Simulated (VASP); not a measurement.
## Fe: single point with LDA

Crystal: Fe.

```
Fe
1.0
     0.00000    2.40849    2.40849
     2.40849    0.00000    2.40849
     2.40849    2.40849    0.00000
Fe
2
Direct
  0.12500 0.12500 0.12500
  0.87500 0.87500 0.87500
```

This isn't the form of Fe at room conditions, which is bcc.

```yaml
Program: VASP 6.6.1
Task: single point
Functional: LDA
Potentials_or_basis: VASP PAW LDA potentials, release 64 (Fe_sv)
Cutoff: 690 eV
k_mesh: 13 × 13 × 13
Occupations: fermi-dirac, width 0.05 eV
Spin: collinear spin, antiferromagnetic start
Starting_moments: "[2.5, -2.5] μB"
Dipole_correction: no
Further_INCAR_settings: ALGO = Normal; EDIFF = 1e-06; NBANDS = 27
```

```
Pressure                                              : -7.6 GPa
Band gap on the k mesh                                : zero (filled and empty bands overlap)
Net moment                                            : 0.00 μB per cell
Valence electrons inside the program's atomic spheres : Fe 13.95
```

Levels at points of the mesh, in eV from the Fermi level:
Spin up:
| k point | band 13 | band 14 | band 15 | band 16 | band 17 | band 18 | band 19 | band 20 |
| --- | --- | --- | --- | --- | --- | --- | --- | --- |
| (0.00, 0.00, 0.00) | -2.53 | -2.53 | -0.41 | -0.41 | -0.41 | 1.33 | 1.33 | 14.64 |
Spin down:
```tsv
k point	band 14	band 15	band 16	band 17	band 18	band 19
(0.00, 0.00, 0.00)	-2.53	-0.41	-0.41	-0.41	1.33	1.33
```

Run time: 2.7 min on 1 thread of AMD EPYC 7R13 Processor (Zen 3) (shared host), peak memory 0.21 GiB.

Caveat: the cell stands under tension; the moments typed at the start vanished in this run.
